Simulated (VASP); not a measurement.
# Ti (Fm-3m) in VASP: further runs

The runs below take Ti through single point, with LDA.

All numbers are computed with VASP 6.6.1; they aren't measurements. Logs are shortened: lines on timing, memory, paths and dates and some standing lists are left out, and cuts for length are marked.

## Step 1: The cell of the first run

Symmetry: Fm-3m, No. 225, cubic system. Conventional cell: a = 3.069 Å, b = 3.069 Å, c = 3.069 Å, α = 90.00°, β = 90.00°, γ = 90.00°. Within 2.9 Å of Ti (site symmetry m-3m) lie 12 Ti at 2.17 Å.

## Step 2: Single point, LDA (volume scaled by 0.45)

Contents of INCAR:

```
SYSTEM = Ti
PREC = Accurate
ENCUT = 520
EDIFF = 1E-6
ISMEAR = -1
SIGMA = 0.1
LREAL = .False.
LASPH = .True.
NELM = 80
ALGO = Normal
ISIF = 2
LWAVE = .False.
LCHARG = .False.
NBANDS = 12
```

Contents of KPOINTS:

```
regular mesh
0
Gamma
  18 18 18
  0 0 0
```

Contents of POSCAR:

```
Ti
1.0
    0.0000000000      1.5344144392      1.5344144392
    1.5344144392      0.0000000000      1.5344144392
    1.5344144392      1.5344144392      0.0000000000
Ti
1
Direct
    0.0000000000      0.0000000000      0.0000000000
```

Potentials or basis: VASP PAW LDA potentials, release 64 (Ti_sv).

Started as:

```sh
$ cat potpaw_LDA.64/Ti_sv/POTCAR > POTCAR
$ mpirun -np 1 vasp_std > vasp.out
```

OUTCAR:

```text
SYSTEM = Ti
   PREC = Accurate
   ENCUT = 520
   EDIFF = 1E-6
   ISMEAR = -1
   LREAL = .False.
   LASPH = .True.
   NELM = 80
   ISIF = 2

 ion  position               nearest neighbor table
   1  0.000  0.000  0.000-

  LATTYP: Found a face centered cubic cell.
 ALAT       =     3.0688288784

  Lattice vectors:

 A1 = (   0.0000000000,   1.5344144392,   1.5344144392)
 A2 = (   1.5344144392,   0.0000000000,   1.5344144392)
 A3 = (   1.5344144392,   1.5344144392,   0.0000000000)

Analysis of symmetry for initial positions (statically):
=====================================================================
 Subroutine PRICEL returns:
 Original cell was already a primitive cell.

 Routine SETGRP: Setting up the symmetry group for a
 face centered cubic supercell.

 Subroutine GETGRP returns: Found 48 space group operations
 (whereof 48 operations were pure point group operations)
 out of a pool of 48 trial point group operations.

The static configuration has the point symmetry O_h .

Analysis of symmetry for dynamics (positions and initial velocities):
=====================================================================
 Subroutine PRICEL returns:
 Original cell was already a primitive cell.

 Routine SETGRP: Setting up the symmetry group for a
 face centered cubic supercell.

 Subroutine GETGRP returns: Found 48 space group operations
 (whereof 48 operations were pure point group operations)
 out of a pool of 48 trial point group operations.

The dynamic configuration has the point symmetry O_h .

 Subroutine INISYM returns: Found 48 space group operations
 (whereof 48 operations are pure point group operations),
 and found     1 'primitive' translations

----------------------------------------------------------------------------------------

                                     Primitive cell

  volume of cell :       7.2253

  direct lattice vectors                    reciprocal lattice vectors
     0.000000000  1.534414439  1.534414439    -0.325857205  0.325857205  0.325857205
     1.534414439  0.000000000  1.534414439     0.325857205 -0.325857205  0.325857205
     1.534414439  1.534414439  0.000000000     0.325857205  0.325857205 -0.325857205

  length of vectors
     2.169989710  2.169989710  2.169989710     0.564401235  0.564401235  0.564401235

  position of ions in fractional coordinates (direct lattice)
     0.000000000  0.000000000  0.000000000

  ion indices of the primitive-cell ions
   primitive index   ion index
[... 73 lines left out ...]
   EDIFF  = 0.1E-05   stopping-criterion for ELM
   LREAL  =      F    real-space projection
   EDIFFG = 0.1E-04   stopping-criterion for IOM
   NSW    =      0    number of steps for IOM
   IBRION =     -1    ionic relax: 0-MD 1-quasi-New 2-CG
   NFREE  =      0    steps in history (QN), initial steepest desc. (CG)
   ISIF   =      2    stress and relaxation
   ISYM   =      2    0-nonsym 1-usesym 2-fastsym
   POTIM  = 0.5000    time-step for ionic-motion
   TEBEG  =    0.0;   TEEND  =   0.0 temperature during run
   PSTRESS=    0.0 pullay stress
   NELECT =      12.0000    total number of electrons
   NUPDOWN=      -1.0000    fix difference up-down
   EMIN   =  10.00;   EMAX   =-10.00  energy-range for DOS
   EFERMI =   0.00;   METHOD = LEGACY
   ISMEAR =    -1;   SIGMA  =   0.10  broadening in eV -4-tet -1-fermi 0-gaus
   EFERMI_NEDOS =   21; number of points for ismear=-14 and -15
   IALGO  =     38    algorithm
   IMIX   =      4    mixing-type and parameters
     AMIX     =   0.40;   BMIX     =  1.00
     AMIX_MAG =   1.60;   BMIX_MAG =  1.00
  volume/ion in A,a.u.               =       7.23        48.76
  Fermi-wavevector in a.u.,A,eV,Ry     =   1.938724  3.663656 51.139529  3.758649
  Thomas-Fermi vector in A             =   2.969011
   LORBIT       =      0    0 simple, 1 ext, 2 COOP (PROOUT), +10 PAW based schemes
   GGA     = CA    functional components
   LHFCALC =     F    Hartree Fock is set to
   AEXX    =    0.0000 exact exchange contribution
   IVDW    =     0    specifies the selected vdW correction
   LEPSILON=     F    determine dielectric tensor
   LRPA    =     F    only Hartree local field effects (RPA)
 non-spin polarized calculation
  energy-cutoff  :      520.00
  volume of cell :        7.23
 maximum number of plane-waves:       202
   NGX =  9   NGY =  9   NGZ =  9

 number of electron      11.9999994 magnetization

 Free energy of the ion-electron system (eV)
  ---------------------------------------------------
  ext. energy  EPLUGINS =         0.00000000
  ---------------------------------------------------
  free energy    TOTEN  =        -3.29341529 eV

  energy without entropy =       -3.27709450  energy(sigma->0) =       -3.28525490

 E-fermi :  21.4000     XC(G=0): -16.7046

 val. band max:       21.3256351247   @ k =  -0.2222   0.3889   0.1667
 cond. band min:      21.4054407425   @ k =   0.2222   0.0556   0.0000
 fundamental gap:      0.0798056178
 Fermi energy:        21.4000266815

 k-point     1 :       0.0000    0.0000    0.0000
  band No.  band energies     occupation
      1     -36.4925      2.00000
      2      -7.8434      2.00000
      3      -7.8434      2.00000
      4      -7.8434      2.00000
      5      16.8441      2.00000
      6      21.6292      0.18357
      7      21.6292      0.18357
      8      21.6292      0.18357
      9      26.4992      0.00000
     10      26.4992      0.00000
     11      41.4282      0.00000
     12      51.2661      0.00000
[... 331 lines left out ...]
 k-point    24 :      -0.2222    0.0556    0.0000
  band No.  band energies     occupation
      1     -35.3608      2.00000
      2     -11.4909      2.00000
      3      -8.5301      2.00000
      4      -8.1557      2.00000
      5      18.0513      2.00000
      6      22.0956      0.00191
      7      22.4536      0.00005
      8      22.7853      0.00000
      9      25.6842      0.00000
     10      27.5121      0.00000
     11      43.3717      0.00000
     12      47.8938      0.00000

 [... further k-points ...]
[... 5 lines left out ...]
  --------------------------------------------------------------------------------------
  -------------------------------------------------------------------------------------
  Total       15.2396507     15.2396507     15.2396507     -0.0000000     -0.0000000      0.0000000
  in kB     3379.3063979   3379.3063979   3379.3063979     -0.0000000     -0.0000000      0.0000000
  external PRESSURE =    3379.3063979 kB  Pullay stress =       0.0000000 kB

 VOLUME and BASIS-vectors are now :
 -----------------------------------------------------------------------------
  energy-cutoff  :      520.00
  volume of cell :        7.23
      direct lattice vectors                 reciprocal lattice vectors
     0.000000000  1.534414439  1.534414439    -0.325857205  0.325857205  0.325857205
     1.534414439  0.000000000  1.534414439     0.325857205 -0.325857205  0.325857205
     1.534414439  1.534414439  0.000000000     0.325857205  0.325857205 -0.325857205

 POSITION                                       TOTAL-FORCE (eV/Angst)
 -----------------------------------------------------------------------------------
      0.00000      0.00000      0.00000        -0.000000      0.000000     -0.000000
 -----------------------------------------------------------------------------------
    total drift:                                0.000000      0.000000     -0.000000

  FREE ENERGIE OF THE ION-ELECTRON SYSTEM (eV)
  ---------------------------------------------------
  free  energy   TOTEN  =        -3.2934152899 eV

  energy  without entropy=       -3.2770945023  energy(sigma->0) =       -3.28525490
```

stdout:

```text
POSCAR found type information on POSCAR Ti
 POSCAR found :  1 types and       1 ions
 scaLAPACK will be used
 LDA part: xc-table for (Slater(with rela. corr.)+CA(PZ))
 , standard interpolation
 POSCAR, INCAR and KPOINTS ok, starting setup
 FFT: planning ... GRIDC
 FFT: planning ... GRID_SOFT
 FFT: planning ... GRID
 WAVECAR not read
 entering main loop
```

Run time: 4.2 s. Hardware: 1 thread of Intel Xeon 6975P-C (Granite Rapids), shared host; peak memory 0.12 GiB.

What came out:

```yaml
Free_energy: -3.2934 eV
Pressure: 337.9 GPa
Band_gap_on_the_k_mesh: zero (band 6 reaches 22.39 eV, above the bottom of band 7 at 20.98 eV)
```

Levels at points of the mesh, in eV from the Fermi level:
```
           k point  band 2  band 3  band 4  band 5  band 6  band 7  band 8  band 9  band 10  band 11
(0.00, 0.00, 0.00)  -29.24  -29.24  -29.24   -4.56    0.23    0.23    0.23    5.10     5.10    20.03
(0.50, 0.00, 0.00)  -36.64  -30.07  -30.07   -5.39   -0.30   -0.30    7.87    8.51     8.51    19.92
(0.50, 0.50, 0.00)  -35.95  -31.72  -31.72   -8.07   -6.73    8.49    9.48    9.48    13.24    24.24
```

## Step 3: Single point, LDA (volume scaled by 0.52)

Contents of INCAR:

```
PREC = Accurate ; ENCUT = 520
EDIFF = 1E-7 ; ISMEAR = -1
SIGMA = 0.1 ; LREAL = F
LASPH = T ; NELM = 100
ALGO = Normal ; ISIF = 2
LWAVE = F ; LCHARG = F
NBANDS = 12
```

Contents of KPOINTS:

```
Automatic mesh
0
Gamma
  18 18 18
```

Contents of POSCAR:

```
Ti
1.0
    0.0000000000      1.6101745325      1.6101745325
    1.6101745325      0.0000000000      1.6101745325
    1.6101745325      1.6101745325      0.0000000000
Ti
1
Direct
    0.0000000000      0.0000000000      0.0000000000
```

Potentials or basis: VASP PAW LDA potentials, release 64 (Ti_sv).

Started as:

```sh
$ cat potpaw_LDA.64/Ti_sv/POTCAR > POTCAR
$ mpirun -np 1 vasp_std > vasp.out
```

It took 8.7 s on 1 thread of Intel Xeon 6975P-C (Granite Rapids), shared host; peak memory 0.13 GiB.

Results (log left out):

```
Free energy            : -5.2088 eV
Pressure               : 218.7 GPa
Band gap on the k mesh : zero (band 6 reaches 19.51 eV, above the bottom of band 7 at 17.90 eV)
```

Levels at points of the mesh, in eV from the Fermi level:
| k point | band 3 | band 4 | band 5 | band 6 | band 7 | band 8 | band 9 | band 10 |
| --- | --- | --- | --- | --- | --- | --- | --- | --- |
| (0.00, 0.00, 0.00) | -29.84 | -29.84 | -5.68 | 0.54 | 0.54 | 0.54 | 4.67 | 4.67 |
| (0.50, 0.00, 0.00) | -30.44 | -30.44 | -4.86 | 0.12 | 0.12 | 5.83 | 7.53 | 7.53 |
| (0.50, 0.50, 0.00) | -31.62 | -31.62 | -6.77 | -5.46 | 7.51 | 8.33 | 8.33 | 10.34 |

## Step 4: Single point, LDA (volume scaled by 0.6)

Contents of INCAR:

```
ALGO = Normal
EDIFF = 1E-6
ENCUT = 520
ISIF = 2
ISMEAR = -1
LASPH = T
LCHARG = F
LREAL = F
LWAVE = F
NBANDS = 12
NELM = 80
PREC = Accurate
SIGMA = 0.1
```

Contents of KPOINTS:

```
k-points
0
Gamma
  18 18 18
```

Contents of POSCAR:

```
Ti
1.0
    0.0000000000      1.6888416160      1.6888416160
    1.6888416160      0.0000000000      1.6888416160
    1.6888416160      1.6888416160      0.0000000000
Ti
1
Direct
    0.0000000000      0.0000000000      0.0000000000
```

Potentials or basis: VASP PAW LDA potentials, release 64 (Ti_sv).

Started as:

```sh
$ cat potpaw_LDA.64/Ti_sv/POTCAR > POTCAR
$ mpirun -np 1 vasp_std > vasp.out
```

OUTCAR:

```text
EDIFF = 1E-6
   ENCUT = 520
   ISIF = 2
   ISMEAR = -1
   LASPH = T
   LREAL = F
   NELM = 80
   PREC = Accurate

 ion  position               nearest neighbor table
   1  0.000  0.000  0.000-

  LATTYP: Found a face centered cubic cell.
 ALAT       =     3.3776832320

  Lattice vectors:

 A1 = (   0.0000000000,   1.6888416160,   1.6888416160)
 A2 = (   1.6888416160,   0.0000000000,   1.6888416160)
 A3 = (   1.6888416160,   1.6888416160,   0.0000000000)

Analysis of symmetry for initial positions (statically):
[... 530 lines left out ...]
      6      15.8506      1.43147
      7      17.2067      0.00001
      8      17.3442      0.00000
      9      19.6726      0.00000
     10      20.8310      0.00000
     11      35.5347      0.00000
     12      38.0095      0.00000

 [... further k-points ...]
[... 5 lines left out ...]
  --------------------------------------------------------------------------------------
  -------------------------------------------------------------------------------------
  Total        8.2200817      8.2200817      8.2200817     -0.0000000     -0.0000000     -0.0000000
  in kB     1367.0674825   1367.0674825   1367.0674825     -0.0000000     -0.0000000     -0.0000000
  external PRESSURE =    1367.0674825 kB  Pullay stress =       0.0000000 kB

 VOLUME and BASIS-vectors are now :
 -----------------------------------------------------------------------------
  energy-cutoff  :      520.00
  volume of cell :        9.63
      direct lattice vectors                 reciprocal lattice vectors
     0.000000000  1.688841616  1.688841616    -0.296060918  0.296060918  0.296060918
     1.688841616  0.000000000  1.688841616     0.296060918 -0.296060918  0.296060918
     1.688841616  1.688841616  0.000000000     0.296060918  0.296060918 -0.296060918

 POSITION                                       TOTAL-FORCE (eV/Angst)
 -----------------------------------------------------------------------------------
      0.00000      0.00000      0.00000         0.000000      0.000000      0.000000
 -----------------------------------------------------------------------------------
    total drift:                                0.000000     -0.000000      0.000000

  FREE ENERGIE OF THE ION-ELECTRON SYSTEM (eV)
  ---------------------------------------------------
  free  energy   TOTEN  =        -6.6081872034 eV

  energy  without entropy=       -6.5833550595  energy(sigma->0) =       -6.59577113
```

Wall time 8.4 s (1 thread of Intel Xeon 6975P-C (Granite Rapids), shared host); peak memory 0.12 GiB.

What came out:

| Property | Result |
| --- | --- |
| Free energy | -6.6082 eV |
| Pressure | 136.7 GPa |
| Band gap on the k mesh | zero (band 6 reaches 16.85 eV, above the bottom of band 7 at 15.03 eV) |

Levels at points of the mesh, in eV from the Fermi level:
| k point | band 2 | band 3 | band 4 | band 5 | band 6 | band 7 | band 8 | band 9 | band 10 | band 11 |
| --- | --- | --- | --- | --- | --- | --- | --- | --- | --- | --- |
| (0.00, 0.00, 0.00) | -30.35 | -30.35 | -30.35 | -6.26 | 0.78 | 0.78 | 0.78 | 4.26 | 4.26 | 18.59 |
| (0.50, 0.00, 0.00) | -34.14 | -30.78 | -30.78 | -4.31 | 0.43 | 0.43 | 4.19 | 6.65 | 6.65 | 16.74 |
| (0.50, 0.50, 0.00) | -33.81 | -31.61 | -31.61 | -5.63 | -4.38 | 6.63 | 7.32 | 7.32 | 8.05 | 19.05 |

## Step 5: Single point, LDA (volume scaled by 0.68)

Contents of INCAR:

```
PREC = Accurate
ENCUT = 520
EDIFF = 1E-6
ISMEAR = -1
SIGMA = 0.1
LREAL = F
LASPH = T
NELM = 80
ALGO = Normal
ISIF = 2
LWAVE = F
LCHARG = F
NBANDS = 12
```

Contents of KPOINTS:

```
Automatic mesh
0
Gamma
  18 18 18
```

Contents of POSCAR:

```
Ti
1.0
    0.0000000000      1.7607923512      1.7607923512
    1.7607923512      0.0000000000      1.7607923512
    1.7607923512      1.7607923512      0.0000000000
Ti
1
Direct
    0.0000000000      0.0000000000      0.0000000000
```

Started as:

```sh
$ cat potpaw_LDA.64/Ti_sv/POTCAR > POTCAR
$ mpirun -np 1 vasp_std > vasp.out
```

It took 10 s on 1 thread of Intel Xeon 6975P-C (Granite Rapids), shared host; peak memory 0.14 GiB.

Results (log left out):

| Item | Value |
| --- | --- |
| Free energy | -7.4827 eV |
| Pressure | 85.1 GPa |
| Band gap on the k mesh | zero (band 6 reaches 14.87 eV, above the bottom of band 7 at 13.06 eV) |

Levels at points of the mesh, in eV from the Fermi level:
| k point | band 2 | band 3 | band 4 | band 5 | band 6 | band 7 | band 8 | band 9 | band 10 | band 11 |
| --- | --- | --- | --- | --- | --- | --- | --- | --- | --- | --- |
| (0.00, 0.00, 0.00) | -30.79 | -30.79 | -30.79 | -6.50 | 0.89 | 0.89 | 0.89 | 3.87 | 3.87 | 17.91 |
| (0.50, 0.00, 0.00) | -33.53 | -31.11 | -31.11 | -3.88 | 0.60 | 0.60 | 3.03 | 5.92 | 5.92 | 14.45 |
| (0.50, 0.50, 0.00) | -33.30 | -31.70 | -31.70 | -4.79 | -3.61 | 5.89 | 6.43 | 6.48 | 6.48 | 17.16 |

## Step 6: Overview

| cell | gap on the mesh (eV) | pressure (GPa) |
| --- | --- | --- |
| a = 2.170 Å, angles 60.0°, 1 atom | none | 337.9 |
| a = 2.277 Å, angles 60.0°, 1 atom | none | 218.7 |
| a = 2.388 Å, angles 60.0°, 1 atom | none | 136.7 |
| a = 2.490 Å, angles 60.0°, 1 atom | none | 85.1 |

Alike in all rows: task single point; level LDA; potentials or basis VASP PAW LDA potentials, release 64 (Ti_sv); no spin polarisation; k mesh 18 × 18 × 18; cutoff (eV) 520; smearing fermi-dirac 0.1 eV.

Absolute energies hang on the potentials; compare differences alone.
